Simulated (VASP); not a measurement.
# GaN in VASP: a series of runs, part 2 of 2

VASP 6.6.1. The steps go on from the part before.

## Step 4: Single point, r2SCAN (strain +0.040 along x and y, +0.040 along z)

The input, POSCAR:

```
GaN
1.0
    0.0000000000      2.3436406318      2.3436406318
    2.3436406318      0.0000000000      2.3436406318
    2.3436406318      2.3436406318      0.0000000000
Ga N
1 1
Direct
    0.0000000000      0.0000000000      0.0000000000
    0.7500000000      0.7500000000      0.7500000000
```

The input, INCAR.step1:

```
SYSTEM = GaN
PREC = Accurate ; ENCUT = 520
ISMEAR = 0 ; SIGMA = 0.05
LREAL = .False. ; LASPH = .True.
NELM = 60 ; NBANDS = 16
GGA = PE ; ALGO = Normal
EDIFF = 1E-4 ; LWAVE = .True.
LCHARG = .False.
```

The input, INCAR.step2:

```
SYSTEM = GaN
PREC = Accurate ; ENCUT = 520
EDIFF = 1E-6 ; ISMEAR = 0
SIGMA = 0.05 ; LREAL = .False.
LASPH = .True. ; NELM = 60
ALGO = Normal ; ISIF = 2
LWAVE = .False. ; LCHARG = .False.
METAGGA = R2SCAN ; LMIXTAU = .True.
NBANDS = 16 ; ISTART = 1
```

The input, KPOINTS:

```
regular mesh
0
Gamma
  10 10 10
  0 0 0
```

Command:

```bash
$ cat potpaw_PBE.64/Ga_d/POTCAR potpaw_PBE.64/N/POTCAR > POTCAR
$ cp INCAR.step1 INCAR
$ mpirun -np 1 vasp_std > vasp.out
$ cp INCAR.step2 INCAR
$ mpirun -np 1 vasp_std > vasp.out
```

Run time: 40 s. Hardware: 1 thread of Intel Xeon 6975P-C (Granite Rapids), shared host; peak memory 0.17 GiB.

Results (log left out):

| Item | Value |
| --- | --- |
| Free energy | -21.7212 eV |
| Pressure | -17.8 GPa |
| Band gap on the k mesh | 1.34 eV |

Levels at points of the mesh, in eV from the valence-band top:
```csv
k point,band 5,band 6,band 7,band 8,band 9,band 10,band 11,band 12,band 13,band 14
"(0.00, 0.00, 0.00)",-13.56,-13.56,0.00,0.00,0.00,1.34,10.24,10.24,10.24,16.90
"(0.50, 0.00, 0.00)",-13.53,-12.43,-6.43,-0.86,-0.86,4.33,8.80,10.36,10.36,15.47
"(0.50, 0.50, 0.00)",-13.50,-12.03,-5.75,-2.39,-2.39,3.71,6.49,11.73,13.66,13.66
```

Caveat: the cell differs from its parent crystal (strain +0.040 along x and y, +0.040 along z); the cell stands under tension; the PAW data sets were made with another functional, which shifts forces and pressure a little.

## Step 5: Single point, r2SCAN (strain +0.080 along x and y, +0.080 along z)

The input, POSCAR:

```
GaN
1.0
    0.0000000000      2.4337806561      2.4337806561
    2.4337806561      0.0000000000      2.4337806561
    2.4337806561      2.4337806561      0.0000000000
Ga N
1 1
Direct
    0.0000000000      0.0000000000      0.0000000000
    0.7500000000      0.7500000000      0.7500000000
```

The input, INCAR.step1:

```
SYSTEM = GaN
PREC     = Accurate       ! precision mode
ENCUT    = 520            ! plane-wave cutoff, eV
ISMEAR   = 0              ! smearing method
SIGMA    = 0.05           ! smearing width, eV
LREAL    = .False.        ! projectors in reciprocal space
LASPH    = .True.         ! aspherical terms in the spheres
NELM     = 80             ! most SCF steps
NBANDS   = 16             ! bands
GGA      = PE             ! functional
ALGO     = Normal         ! electronic algorithm
EDIFF    = 1E-4           ! SCF threshold, eV
LWAVE    = .True.         ! write WAVECAR
LCHARG   = .False.        ! write CHGCAR
```

The input, INCAR.step2:

```
SYSTEM = GaN
PREC     = Accurate       ! precision mode
ENCUT    = 520            ! plane-wave cutoff, eV
EDIFF    = 1E-6           ! SCF threshold, eV
ISMEAR   = 0              ! smearing method
SIGMA    = 0.05           ! smearing width, eV
LREAL    = .False.        ! projectors in reciprocal space
LASPH    = .True.         ! aspherical terms in the spheres
NELM     = 80             ! most SCF steps
ALGO     = Normal         ! electronic algorithm
ISIF     = 2              ! what is computed and relaxed
LWAVE    = .False.        ! write WAVECAR
LCHARG   = .False.        ! write CHGCAR
METAGGA  = R2SCAN         ! meta-GGA
LMIXTAU  = .True.       
NBANDS   = 16             ! bands
ISTART   = 1
```

KPOINTS is that of step 4.

Potentials or basis: VASP PAW PBE potentials, release 64 (Ga_d, N).

Command:

```bash
$ cat potpaw_PBE.64/Ga_d/POTCAR potpaw_PBE.64/N/POTCAR > POTCAR
$ cp INCAR.step1 INCAR
$ mpirun -np 1 vasp_std > vasp.out
$ cp INCAR.step2 INCAR
$ mpirun -np 1 vasp_std > vasp.out
```

OUTCAR:

```text
SYSTEM = GaN
   PREC = Accurate
   ENCUT = 520
   EDIFF = 1E-6
   ISMEAR = 0
   LREAL = .False.
   LASPH = .True.
   NELM = 80
   ISIF = 2
   METAGGA = R2SCAN
   ISTART = 1

 ion  position               nearest neighbor table
   1  0.000  0.000  0.000-   2 2.11   2 2.11   2 2.11   2 2.11
   2  0.750  0.750  0.750-   1 2.11   1 2.11   1 2.11   1 2.11

  LATTYP: Found a face centered cubic cell.
 ALAT       =     4.8675613122

  Lattice vectors:

[... 642 lines left out ...]
 [... further k-points ...]

------------------------ aborting loop because EDIFF is reached ----------------------------------------

  FORCE on cell =-STRESS in cart. coord.  units (eV):
  Direction    XX          YY          ZZ          XY          YZ          ZX
  --------------------------------------------------------------------------------------
  -------------------------------------------------------------------------------------
  Total       -4.8827048     -4.8827048     -4.8827048     -0.0000000      0.0000000     -0.0000000
  in kB     -271.3293363   -271.3293363   -271.3293363     -0.0000000      0.0000000     -0.0000000
  external PRESSURE =    -271.3293363 kB  Pullay stress =       0.0000000 kB

 VOLUME and BASIS-vectors are now :
 -----------------------------------------------------------------------------
  energy-cutoff  :      520.00
  volume of cell :       28.83
      direct lattice vectors                 reciprocal lattice vectors
     0.000000000  2.433780656  2.433780656    -0.205441685  0.205441685  0.205441685
     2.433780656  0.000000000  2.433780656     0.205441685 -0.205441685  0.205441685
     2.433780656  2.433780656  0.000000000     0.205441685  0.205441685 -0.205441685

 POSITION                                       TOTAL-FORCE (eV/Angst)
 -----------------------------------------------------------------------------------
      0.00000      0.00000      0.00000         0.000000      0.000000      0.000000
      3.65067      3.65067      3.65067        -0.000000     -0.000000     -0.000000
 -----------------------------------------------------------------------------------
    total drift:                               -0.000024     -0.000024     -0.000024

  FREE ENERGIE OF THE ION-ELECTRON SYSTEM (eV)
  ---------------------------------------------------
  free  energy   TOTEN  =       -21.2766084277 eV

  energy  without entropy=      -21.2766084277  energy(sigma->0) =      -21.27660843
```

OUTCAR.step1:

```text
SYSTEM = GaN
   PREC = Accurate
   ENCUT = 520
   ISMEAR = 0
   LREAL = .False.
   LASPH = .True.
[... 678 lines left out ...]
      0.00000      0.00000      0.00000        -0.000000      0.000000      0.000000
      3.65067      3.65067      3.65067         0.000000     -0.000000     -0.000000
 -----------------------------------------------------------------------------------
    total drift:                               -0.000003     -0.000003     -0.000003

  FREE ENERGIE OF THE ION-ELECTRON SYSTEM (eV)
  ---------------------------------------------------
  free  energy   TOTEN  =       -11.7207601487 eV

  energy  without entropy=      -11.7207600703  energy(sigma->0) =      -11.72076011
```

OSZICAR.step1:

```text
N       E                     dE             d eps       ncg     rms          rms(c)
DAV:   1     0.833333795969E+02    0.83333E+02   -0.93439E+03  1632   0.188E+03
DAV:   2    -0.654922478772E+01   -0.89883E+02   -0.83455E+02  1736   0.317E+02
DAV:   3    -0.133372218690E+02   -0.67880E+01   -0.67523E+01  1736   0.727E+01
DAV:   4    -0.134265127690E+02   -0.89291E-01   -0.89278E-01  1928   0.925E+00
DAV:   5    -0.134276481789E+02   -0.11354E-02   -0.11354E-02  1808   0.914E-01    0.706E+00
DAV:   6    -0.117676929490E+02    0.16600E+01   -0.53247E+00  2248   0.344E+01    0.290E+00
DAV:   7    -0.117300195988E+02    0.37673E-01   -0.29107E-01  1624   0.769E+00    0.169E+00
DAV:   8    -0.117280307442E+02    0.19889E-02   -0.12391E-01  1576   0.309E+00    0.111E+00
DAV:   9    -0.117206413168E+02    0.73894E-02   -0.11602E-02  1792   0.163E+00    0.488E-01
DAV:  10    -0.117208353144E+02   -0.19400E-03   -0.20887E-03  1664   0.326E-01    0.173E-01
DAV:  11    -0.117207601487E+02    0.75166E-04   -0.35296E-04  1872   0.384E-01
   1 F= -.11720760E+02 E0= -.11720760E+02  d E =-.783793E-07
```

Run time: 49 s. Hardware: 1 thread of Intel Xeon 6975P-C (Granite Rapids), shared host; peak memory 0.17 GiB.

Results:

```
Free energy            : -21.2766 eV
Pressure               : -27.1 GPa
Band gap on the k mesh : 0.60 eV
```

Caveat: the cell differs from its parent crystal (strain +0.080 along x and y, +0.080 along z); the cell stands under tension; semilocal functionals underestimate gaps, and a narrow one can read as zero; the PAW data sets were made with another functional, which shifts forces and pressure a little.

## Step 6: Single point, r2SCAN (strain -0.080 along x and y, -0.040 along z)

The input, POSCAR:

```
GaN
1.0
    0.0000000000      2.0732205589      2.1633605832
    2.0732205589      0.0000000000      2.1633605832
    2.0732205589      2.0732205589      0.0000000000
Ga N
1 1
Direct
    0.0000000000      0.0000000000      0.0000000000
    0.7500000000      0.7500000000      0.7500000000
```

The input, INCAR.step1:

```
PREC = Accurate
ENCUT = 520
ISMEAR = 0
SIGMA = 0.05
LREAL = F
LASPH = T
NELM = 100
NBANDS = 16
GGA = PE
ALGO = Normal
EDIFF = 1E-4
LWAVE = T
LCHARG = F
```

The input, INCAR.step2:

```
PREC = Accurate
ENCUT = 520
EDIFF = 1E-7
ISMEAR = 0
SIGMA = 0.05
LREAL = F
LASPH = T
NELM = 100
ALGO = Normal
ISIF = 2
LWAVE = F
LCHARG = T
METAGGA = R2SCAN
LMIXTAU = T
LELF = T
LVHAR = T
NBANDS = 16
ISTART = 1
```

The input, KPOINTS:

```
Automatic mesh
0
Gamma
  10 10 10
```

Potentials or basis: VASP PAW PBE potentials, release 64 (Ga_d, N).

Command:

```bash
$ cat potpaw_PBE.64/Ga_d/POTCAR potpaw_PBE.64/N/POTCAR > POTCAR
$ cp INCAR.step1 INCAR
$ mpirun -np 1 vasp_std > vasp.out
$ cp INCAR.step2 INCAR
$ mpirun -np 1 vasp_std > vasp.out
```

OUTCAR:

```text
PREC = Accurate
   ENCUT = 520
   EDIFF = 1E-7
   ISMEAR = 0
   LREAL = F
   LASPH = T
   NELM = 100
   ISIF = 2
   METAGGA = R2SCAN
   ISTART = 1

 ion  position               nearest neighbor table
   1  0.000  0.000  0.000-   2 1.82   2 1.82   2 1.82   2 1.82
   2  0.750  0.750  0.750-   1 1.82   1 1.82   1 1.82   1 1.82

  LATTYP: Found a body centered tetragonal cell.
 ALAT       =     2.9319766322
 C/A-ratio  =     1.4757011086

  Lattice vectors:

[... 193 lines left out ...]
      6      -6.0087      2.00000
[... 433 lines left out ...]
      3      -6.2293      2.00000
      4      -6.2211      2.00000
      5      -5.9194      2.00000
      6      -5.4806      2.00000
[... 8 lines left out ...]
     15      33.6353      0.00000
     16      34.6749      0.00000

 [... further k-points ...]
[... 5 lines left out ...]
  --------------------------------------------------------------------------------------
  -------------------------------------------------------------------------------------
  Total        7.4310181      7.4310181      6.9067782      0.0000000      0.0000000     -0.0000000
  in kB      640.1901393    640.1901393    595.0263147      0.0000000      0.0000000     -0.0000000
  external PRESSURE =     625.1355311 kB  Pullay stress =       0.0000000 kB

 VOLUME and BASIS-vectors are now :
 -----------------------------------------------------------------------------
  energy-cutoff  :      520.00
  volume of cell :       18.60
      direct lattice vectors                 reciprocal lattice vectors
     0.000000000  2.073220559  2.163360583    -0.241170674  0.241170674  0.231121896
     2.073220559  0.000000000  2.163360583     0.241170674 -0.241170674  0.231121896
     2.073220559  2.073220559  0.000000000     0.241170674  0.241170674 -0.231121896

 POSITION                                       TOTAL-FORCE (eV/Angst)
 -----------------------------------------------------------------------------------
      0.00000      0.00000      0.00000         0.000000      0.000000      0.000000
      3.10983      3.10983      3.24504        -0.000000     -0.000000     -0.000000
 -----------------------------------------------------------------------------------
    total drift:                               -0.000005     -0.000005     -0.000009

  FREE ENERGIE OF THE ION-ELECTRON SYSTEM (eV)
  ---------------------------------------------------
  free  energy   TOTEN  =       -21.1855495533 eV

  energy  without entropy=      -21.1855495533  energy(sigma->0) =      -21.18554955
```

OSZICAR.step1:

```text
N       E                     dE             d eps       ncg     rms          rms(c)
DAV:   1     0.722168995903E+02    0.72217E+02   -0.93828E+03  3872   0.213E+03
DAV:   2    -0.926697553423E+01   -0.81484E+02   -0.77256E+02  3664   0.321E+02
DAV:   3    -0.136881659581E+02   -0.44212E+01   -0.44074E+01  3968   0.647E+01
DAV:   4    -0.137291276622E+02   -0.40962E-01   -0.40957E-01  3992   0.644E+00
DAV:   5    -0.137296318722E+02   -0.50421E-03   -0.50421E-03  4024   0.661E-01    0.861E+00
DAV:   6    -0.113053915950E+02    0.24242E+01   -0.47346E+00  4984   0.480E+01    0.279E+00
DAV:   7    -0.113144888484E+02   -0.90973E-02   -0.49724E-01  3712   0.658E+00    0.193E+00
DAV:   8    -0.113099252431E+02    0.45636E-02   -0.38972E-02  4112   0.413E+00    0.527E-01
DAV:   9    -0.113061897013E+02    0.37355E-02   -0.14263E-02  4800   0.348E+00    0.123E-01
DAV:  10    -0.113062438168E+02   -0.54116E-04   -0.93409E-04  4104   0.421E-01
   1 F= -.11306244E+02 E0= -.11306244E+02  d E =-.146027E-14
```

Wall time 42 s (1 thread of Intel Xeon 6975P-C (Granite Rapids), shared host); peak memory 0.16 GiB.

Results:

```
Free energy            : -21.1855 eV
Pressure               : 62.5 GPa
Band gap on the k mesh : 3.41 eV
```

Caveat: the cell differs from its parent crystal (strain -0.080 along x and y, -0.040 along z); the cell stands under pressure; the PAW data sets were made with another functional, which shifts forces and pressure a little.

## Step 7: The runs side by side

| cell | gap on the mesh (eV) | pressure (GPa) |
| --- | --- | --- |
| a = 2.932 Å, angles 60.0°, 2 atoms | 3.76 | 82.7 |
| a = 3.059 Å, angles 60.0°, 2 atoms | 2.93 | 30.9 |
| a = 3.314 Å, angles 60.0°, 2 atoms | 1.34 | -17.8 |
| a = 3.442 Å, angles 60.0°, 2 atoms | 0.60 | -27.1 |
| a = 2.996, b = 2.996, c = 2.932 Å, angles 60.7, 60.7, 58.6°, 2 atoms | 3.41 | 62.5 |

Alike in all rows: task single point; level r2SCAN; potentials or basis VASP PAW PBE potentials, release 64 (Ga_d, N); no spin polarisation; k mesh 10 × 10 × 10; cutoff (eV) 520; smearing gaussian 0.05 eV.

Caveats: the PAW data sets were made with another functional, which shifts forces and pressure a little; the cell stands under pressure (at least some runs); the cell stands under tension (at least some runs); semilocal functionals underestimate gaps, and a narrow one can read as zero (at least some runs).

Total energies depend on the potentials used, so only differences within one code and one set of settings carry meaning.
